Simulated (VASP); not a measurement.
# Ni (Fm-3m) in VASP: notebook, part 2 of 2

VASP 6.6.1. Earlier steps stand in the parts before.

## (4) Single point, PBE, collinear spin, ferromagnetic start

Input file INCAR:

```
SYSTEM = Ni
PREC = Accurate ; ENCUT = 520
EDIFF = 1E-6 ; ISMEAR = 0
SIGMA = 0.1 ; LREAL = .FALSE.
LASPH = .TRUE. ; NELM = 150
ALGO = Normal ; ISIF = 2
LWAVE = .FALSE. ; LCHARG = .TRUE.
ISPIN = 2 ; MAGMOM = 1.43
LORBIT = 11 ; NUPDOWN = 1.43
LMAXMIX = 4 ; GGA = PE
LELF = .TRUE. ; LVHAR = .TRUE.
NBANDS = 15
```

Input file KPOINTS:

```
regular mesh
0
G
  14 14 14
  0 0 0
```

Input file POSCAR:

```
Ni
1.0
    0.0000000000      1.7677500000      1.7677500000
    1.7677500000      0.0000000000      1.7677500000
    1.7677500000      1.7677500000      0.0000000000
Ni
1
Direct
    0.0000000000      0.0000000000      0.0000000000
```

Potentials or basis: VASP PAW PBE potentials, release 64 (Ni).

Started as:

```console
cat potpaw_PBE.64/Ni/POTCAR > POTCAR
mpirun -np 1 vasp_std > vasp.out
```

OUTCAR:

```text
SYSTEM = Ni
   PREC = Accurate
   ENCUT = 520
   EDIFF = 1E-6
   ISMEAR = 0
   LREAL = .FALSE.
   LASPH = .TRUE.
   NELM = 150
   ISIF = 2
   ISPIN = 2
   LORBIT = 11
   NUPDOWN = 1.43
   GGA = PE

 ion  position               nearest neighbor table
   1  0.000  0.000  0.000-

  LATTYP: Found a face centered cubic cell.
 ALAT       =     3.5355000000

  Lattice vectors:

 A1 = (   0.0000000000,   1.7677500000,   1.7677500000)
 A2 = (   1.7677500000,   0.0000000000,   1.7677500000)
 A3 = (   1.7677500000,   1.7677500000,   0.0000000000)

Analysis of symmetry for initial positions (statically):
=====================================================================
 Subroutine PRICEL returns:
 Original cell was already a primitive cell.

 Routine SETGRP: Setting up the symmetry group for a
 face centered cubic supercell.

 Subroutine GETGRP returns: Found 48 space group operations
 (whereof 48 operations were pure point group operations)
 out of a pool of 48 trial point group operations.

The static configuration has the point symmetry O_h .

Analysis of symmetry for dynamics (positions and initial velocities):
=====================================================================
 Subroutine PRICEL returns:
 Original cell was already a primitive cell.

 Routine SETGRP: Setting up the symmetry group for a
 face centered cubic supercell.

 Subroutine GETGRP returns: Found 48 space group operations
 (whereof 48 operations were pure point group operations)
 out of a pool of 48 trial point group operations.

The dynamic configuration has the point symmetry O_h .

Analysis of structural, dynamic, and magnetic symmetry:
=====================================================================
 Subroutine PRICEL returns:
 Original cell was already a primitive cell.

 Routine SETGRP: Setting up the symmetry group for a
 face centered cubic supercell.

 Subroutine GETGRP returns: Found 48 space group operations
 (whereof 48 operations were pure point group operations)
 out of a pool of 48 trial point group operations.

The overall configuration has the point symmetry O_h .

 Subroutine INISYM returns: Found 48 space group operations
 (whereof 48 operations are pure point group operations),
 and found     1 'primitive' translations

----------------------------------------------------------------------------------------

                                     Primitive cell

  volume of cell :      11.0482

  direct lattice vectors                    reciprocal lattice vectors
     0.000000000  1.767750000  1.767750000    -0.282845425  0.282845425  0.282845425
     1.767750000  0.000000000  1.767750000     0.282845425 -0.282845425  0.282845425
     1.767750000  1.767750000  0.000000000     0.282845425  0.282845425 -0.282845425

  length of vectors
     2.499976025  2.499976025  2.499976025     0.489902647  0.489902647  0.489902647

  position of ions in fractional coordinates (direct lattice)
     0.000000000  0.000000000  0.000000000

  ion indices of the primitive-cell ions
   primitive index   ion index
                 1           1

----------------------------------------------------------------------------------------

 KPOINTS: regular mesh

Automatic generation of k-mesh.
 Grid dimensions read from file:
 generate k-points for:   14   14   14

 Generating k-lattice:
[... 65 lines left out ...]
   NSW    =      0    number of steps for IOM
   IBRION =     -1    ionic relax: 0-MD 1-quasi-New 2-CG
   NFREE  =      0    steps in history (QN), initial steepest desc. (CG)
   ISIF   =      2    stress and relaxation
   ISYM   =      2    0-nonsym 1-usesym 2-fastsym
   POTIM  = 0.5000    time-step for ionic-motion
   TEBEG  =    0.0;   TEEND  =   0.0 temperature during run
   PSTRESS=    0.0 pullay stress
   NELECT =      10.0000    total number of electrons
   NUPDOWN=       1.4300    fix difference up-down
   EMIN   =  10.00;   EMAX   =-10.00  energy-range for DOS
   EFERMI =   0.00;   METHOD = LEGACY
   ISMEAR =     0;   SIGMA  =   0.10  broadening in eV -4-tet -1-fermi 0-gaus
   EFERMI_NEDOS =   21; number of points for ismear=-14 and -15
   IALGO  =     38    algorithm
   IMIX   =      4    mixing-type and parameters
     AMIX     =   0.40;   BMIX     =  1.00
     AMIX_MAG =   1.60;   BMIX_MAG =  1.00
  volume/ion in A,a.u.               =      11.05        74.56
  Fermi-wavevector in a.u.,A,eV,Ry     =   1.583595  2.992560 34.120303  2.507772
  Thomas-Fermi vector in A             =   2.683341
   LORBIT       =     11    0 simple, 1 ext, 2 COOP (PROOUT), +10 PAW based schemes
   GGA     = PE    functional components
   LHFCALC =     F    Hartree Fock is set to
   AEXX    =    0.0000 exact exchange contribution
   IVDW    =     0    specifies the selected vdW correction
   LEPSILON=     F    determine dielectric tensor
   LRPA    =     F    only Hartree local field effects (RPA)
 spin polarized calculation
 Gauss-broadening in eV      SIGMA  =   0.10
  energy-cutoff  :      520.00
  volume of cell :       11.05
 maximum number of plane-waves:       307
   NGX =  9   NGY =  9   NGZ =  9

 number of electron      10.0000010 magnetization       1.4300002

 Free energy of the ion-electron system (eV)
  ---------------------------------------------------
  ext. energy  EPLUGINS =         0.00000000
  ---------------------------------------------------
  free energy    TOTEN  =        -4.96982555 eV

  energy without entropy =       -4.96343794  energy(sigma->0) =       -4.96663174

 E-fermi :   8.7711     XC(G=0): -13.2171

 val. band max:       11.3686134197   @ k =   0.5000   0.5000   0.0000
 cond. band min:       8.7742433091   @ k =   0.2857   0.1429   0.0714
 fundamental gap:     -2.5943701106
 Fermi energy:        11.3704394352

 spin component 1

 k-point     1 :       0.0000    0.0000    0.0000
  band No.  band energies     occupation
      1       0.0395      1.00000
      2       6.0342      1.00000
      3       6.0342      1.00000
      4       6.0342      1.00000
      5       7.1352      1.00000
      6       7.1352      1.00000
      7      32.5599      0.00000
      8      36.2702      0.00000
      9      36.2702      0.00000
     10      36.2702      0.00000
     11      39.0415      0.00000
     12      39.0415      0.00000
     13      39.0415      0.00000
     14      42.1903      0.00000
[... 403 lines left out ...]
      4       6.5080      1.00000
      5       7.1315      1.00000
      6       7.4441      1.00000
      7      24.1856      0.00000
      8      29.6848      0.00000
      9      30.4968      0.00000
     10      33.0550      0.00000
     11      38.0201      0.00000
     12      42.1531      0.00000
     13      44.1041      0.00000
     14      46.1753      0.00000
     15      50.5198      0.00000

 [... further k-points ...]

 spin component 2

 k-point     1 :       0.0000    0.0000    0.0000
  band No.  band energies     occupation
      1       0.4251      1.00000
      2       7.4492      1.00000
      3       7.4492      1.00000
      4       7.4492      1.00000
      5       8.4088      1.00000
      6       8.4088      1.00000
      7      32.8233      0.00000
      8      36.6855      0.00000
      9      36.6855      0.00000
     10      36.6855      0.00000
     11      39.6128      0.00000
     12      39.6128      0.00000
     13      39.6128      0.00000
     14      42.5652      0.00000
[... 403 lines left out ...]
      4       7.8995      1.00000
      5       8.4733      0.99999
      6       8.7884      0.40368
      7      24.7789      0.00000
      8      30.2133      0.00000
      9      30.9393      0.00000
     10      33.5725      0.00000
     11      38.5747      0.00000
     12      42.5620      0.00000
     13      44.5120      0.00000
     14      46.6351      0.00000
     15      51.0514      0.00000

 [... further k-points ...]
[... 5 lines left out ...]
  --------------------------------------------------------------------------------------
  -------------------------------------------------------------------------------------
  Total        0.4910490      0.4910490      0.4910490      0.0000000      0.0000000      0.0000000
  in kB       71.2103055     71.2103055     71.2103055      0.0000000      0.0000000      0.0000000
  external PRESSURE =      71.2103055 kB  Pullay stress =       0.0000000 kB

 VOLUME and BASIS-vectors are now :
 -----------------------------------------------------------------------------
  energy-cutoff  :      520.00
  volume of cell :       11.05
      direct lattice vectors                 reciprocal lattice vectors
     0.000000000  1.767750000  1.767750000    -0.282845425  0.282845425  0.282845425
     1.767750000  0.000000000  1.767750000     0.282845425 -0.282845425  0.282845425
     1.767750000  1.767750000  0.000000000     0.282845425  0.282845425 -0.282845425

 POSITION                                       TOTAL-FORCE (eV/Angst)
 -----------------------------------------------------------------------------------
      0.00000      0.00000      0.00000         0.000000      0.000000      0.000000
 -----------------------------------------------------------------------------------
    total drift:                                0.000000      0.000000      0.000000

  FREE ENERGIE OF THE ION-ELECTRON SYSTEM (eV)
  ---------------------------------------------------
  free  energy   TOTEN  =        -4.9698255492 eV

  energy  without entropy=       -4.9634379361  energy(sigma->0) =       -4.96663174

 total charge

# of ion       s       p       d       tot
------------------------------------------
    1        0.520   0.559   8.170   9.248

 magnetization (x)

# of ion       s       p       d       tot
------------------------------------------
    1        0.035   0.086   1.258   1.378
```

stdout:

```text
POSCAR found type information on POSCAR Ni
 POSCAR found :  1 types and       1 ions
 scaLAPACK will be used
 LDA part: xc-table for (Slater+PW92), standard interpolation
 POSCAR, INCAR and KPOINTS ok, starting setup
 FFT: planning ... GRIDC
 FFT: planning ... GRID_SOFT
 FFT: planning ... GRID
 WAVECAR not read
 entering main loop
```

Wall time 36 s (1 thread of Intel Xeon Platinum 8259CL at 2.50GHz (Skylake/Cascade Lake), shared host); peak memory 0.15 GiB.

Results:

| Property | Result |
| --- | --- |
| Free energy | -4.9698 eV |
| Pressure | 7.1 GPa |
| Net moment | 1.43 μB per cell |
| Site moments | Ni +1.38 μB |
| Valence electrons inside the program's atomic spheres | Ni 9.25 |

Caveat: the total moment is fixed, so each spin has its own Fermi level.

## (5) Single point, PBE, collinear spin, ferromagnetic start

Input file INCAR:

```
PREC = Accurate
ENCUT = 520
EDIFF = 1E-6
ISMEAR = 0
SIGMA = 0.1
LREAL = F
LASPH = T
NELM = 150
ALGO = Normal
ISIF = 2
LWAVE = F
LCHARG = F
ISPIN = 2
MAGMOM = 1.91
LORBIT = 11
NUPDOWN = 1.91
LMAXMIX = 4
GGA = PE
NBANDS = 15
```

Input file KPOINTS:

```
regular mesh
0
Gamma
  14 14 14
```

POSCAR is that of step 4.

Potentials or basis: VASP PAW PBE potentials, release 64 (Ni).

Started as:

```console
cat potpaw_PBE.64/Ni/POTCAR > POTCAR
mpirun -np 1 vasp_std > vasp.out
```

OUTCAR:

```text
PREC = Accurate
   ENCUT = 520
   EDIFF = 1E-6
   ISMEAR = 0
   LREAL = F
   LASPH = T
   NELM = 150
   ISIF = 2
   ISPIN = 2
   LORBIT = 11
   NUPDOWN = 1.91
   GGA = PE

 ion  position               nearest neighbor table
   1  0.000  0.000  0.000-

  LATTYP: Found a face centered cubic cell.
 ALAT       =     3.5355000000

  Lattice vectors:

 A1 = (   0.0000000000,   1.7677500000,   1.7677500000)
 A2 = (   1.7677500000,   0.0000000000,   1.7677500000)
 A3 = (   1.7677500000,   1.7677500000,   0.0000000000)

Analysis of symmetry for initial positions (statically):
=====================================================================
 Subroutine PRICEL returns:
 Original cell was already a primitive cell.

 Routine SETGRP: Setting up the symmetry group for a
 face centered cubic supercell.

 Subroutine GETGRP returns: Found 48 space group operations
 (whereof 48 operations were pure point group operations)
 out of a pool of 48 trial point group operations.

The static configuration has the point symmetry O_h .

Analysis of symmetry for dynamics (positions and initial velocities):
[... 624 lines left out ...]
      7      33.1289      0.00000
      8      36.8825      0.00000
      9      36.8825      0.00000
     10      36.8825      0.00000
     11      39.7335      0.00000
     12      39.7335      0.00000
     13      39.7335      0.00000
     14      42.8260      0.00000
[... 403 lines left out ...]
      4       7.6822      1.00000
      5       8.2657      0.83579
      6       8.5721      0.00039
      7      24.9000      0.00000
      8      30.3502      0.00000
      9      31.1476      0.00000
     10      33.7234      0.00000
     11      38.7021      0.00000
     12      42.7666      0.00000
     13      44.7085      0.00000
     14      46.8223      0.00000
     15      51.1826      0.00000

 [... further k-points ...]
[... 5 lines left out ...]
  --------------------------------------------------------------------------------------
  -------------------------------------------------------------------------------------
  Total        1.3269129      1.3269129      1.3269129      0.0000000     -0.0000000      0.0000000
  in kB      192.4245420    192.4245420    192.4245420      0.0000000     -0.0000000      0.0000000
  external PRESSURE =     192.4245420 kB  Pullay stress =       0.0000000 kB

 VOLUME and BASIS-vectors are now :
 -----------------------------------------------------------------------------
  energy-cutoff  :      520.00
  volume of cell :       11.05
      direct lattice vectors                 reciprocal lattice vectors
     0.000000000  1.767750000  1.767750000    -0.282845425  0.282845425  0.282845425
     1.767750000  0.000000000  1.767750000     0.282845425 -0.282845425  0.282845425
     1.767750000  1.767750000  0.000000000     0.282845425  0.282845425 -0.282845425

 POSITION                                       TOTAL-FORCE (eV/Angst)
 -----------------------------------------------------------------------------------
      0.00000      0.00000      0.00000         0.000000     -0.000000      0.000000
 -----------------------------------------------------------------------------------
    total drift:                                0.000000      0.000000      0.000000

  FREE ENERGIE OF THE ION-ELECTRON SYSTEM (eV)
  ---------------------------------------------------
  free  energy   TOTEN  =        -4.0044244238 eV

  energy  without entropy=       -3.9968710742  energy(sigma->0) =       -4.00064775

 total charge

# of ion       s       p       d       tot
------------------------------------------
    1        0.526   0.638   8.056   9.220

 magnetization (x)

# of ion       s       p       d       tot
------------------------------------------
    1        0.060   0.213   1.519   1.792
```

stdout:

```text
POSCAR found type information on POSCAR Ni
 POSCAR found :  1 types and       1 ions
 scaLAPACK will be used
 LDA part: xc-table for (Slater+PW92), standard interpolation
 POSCAR, INCAR and KPOINTS ok, starting setup
 FFT: planning ... GRIDC
 FFT: planning ... GRID_SOFT
 FFT: planning ... GRID
 WAVECAR not read
 entering main loop
```

Wall time 37 s (1 thread of Intel Xeon Platinum 8259CL at 2.50GHz (Skylake/Cascade Lake), shared host); peak memory 0.15 GiB.

What came out:

| Property | Result |
| --- | --- |
| Free energy | -4.0044 eV |
| Pressure | 19.2 GPa |
| Net moment | 1.91 μB per cell |
| Site moments | Ni +1.79 μB |
| Valence electrons inside the program's atomic spheres | Ni 9.22 |

Caveat: the total moment is fixed, so each spin has its own Fermi level.

## (6) Single point, PBE, collinear spin, ferromagnetic start

Input file INCAR:

```
  ALGO = Normal
  EDIFF = 1E-6
  ENCUT = 520
  GGA = PE
  ISIF = 2
  ISMEAR = 0
  ISPIN = 2
  LASPH = T
  LCHARG = F
  LMAXMIX = 4
  LORBIT = 11
  LREAL = F
  LWAVE = F
  MAGMOM = 0.24
  NBANDS = 15
  NELM = 150
  NUPDOWN = 0.24
  PREC = Accurate
  SIGMA = 0.1
```

Input file KPOINTS:

```
k-points
0
Gamma
  14 14 14
```

POSCAR is that of step 5.

Potentials or basis: VASP PAW PBE potentials, release 64 (Ni).

Started as:

```console
cat potpaw_PBE.64/Ni/POTCAR > POTCAR
mpirun -np 1 vasp_std > vasp.out
```

It took 36 s on 1 thread of Intel Xeon Platinum 8259CL at 2.50GHz (Skylake/Cascade Lake), shared host; peak memory 0.15 GiB.

The run converged. Its results:

```yaml
Free_energy: -5.4305 eV
Pressure: -3.7 GPa
Net_moment: 0.24 μB per cell
Site_moments: Ni +0.25 μB
Valence_electrons_inside_the_program's_atomic_spheres: Ni 9.29
```

Caveat: the total moment is fixed, so each spin has its own Fermi level.

## (7) Summary

```csv
fixed moment (μB),pressure (GPa),moment (μB)
0.48,-3.3,0.48
0.95,-0.2,0.95
1.43,7.1,1.43
1.91,19.2,1.91
0.24,-3.7,0.24
```

Alike in all rows: task single point; level PBE; potentials or basis VASP PAW PBE potentials, release 64 (Ni); spin collinear, ferromagnetic start; cell as given; k mesh 14 × 14 × 14; cutoff (eV) 520; smearing gaussian 0.1 eV.

Caveats: the total moment is fixed, so each spin has its own Fermi level.

Total energies depend on the potentials used, so only differences within one code and one set of settings carry meaning.
